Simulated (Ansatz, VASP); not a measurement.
## Ta2N: VASP beside Ansatz

```
Ta N
1.0
     5.29111    0.00000    0.00000
    -2.64556    4.58224    0.00000
     0.00000    0.00000    4.93374
Ta N
6 3
Direct
  0.66699 0.66699 0.75320
  0.00000 0.33301 0.75320
  0.33301 0.00000 0.75320
  0.33301 0.33301 0.24680
  0.00000 0.66699 0.24680
  0.66699 0.00000 0.24680
  0.66667 0.33333 0.50000
  0.33333 0.66667 0.50000
  0.00000 0.00000 0.00000
```

Alike in both runs: functional r2SCAN; k mesh 9 × 9 × 8; occupations fermi-dirac, width 0.15 eV; no spin polarisation.

Ansatz relaxed the structure, and its values are those at the end. VASP's run is a single point on that final structure, the one shown.

|  | VASP | Ansatz |
| --- | --- | --- |
| version | VASP 6.6.1 | Ansatz 0.2.0 |
| potentials or method | VASP PAW PBE potentials, release 64 (Ta_pv, N), cutoff 520 eV | scalar-relativistic, plane waves, PAW |
| valence electrons in the cell | 81 | 93 |

Ansatz gave:

- gap on the k mesh at the Fermi level (eV): none
- pressure (GPa): 0.0
- rms of the force components (eV/Å): 0.000

What did VASP give for the same quantities?

gap on the k mesh at the Fermi level (eV): none; pressure (GPa): 1.1; rms of the force components (eV/Å): 0.011.

VASP's potentials were made for PBE, not for r2SCAN. A gap of «none» marks a metal or a gap that the smearing closes. VASP's potentials hold 81 valence electrons a cell and Ansatz's 93, so a difference there can come from the potentials and not from the codes.

Spin-orbit coupling is off throughout.
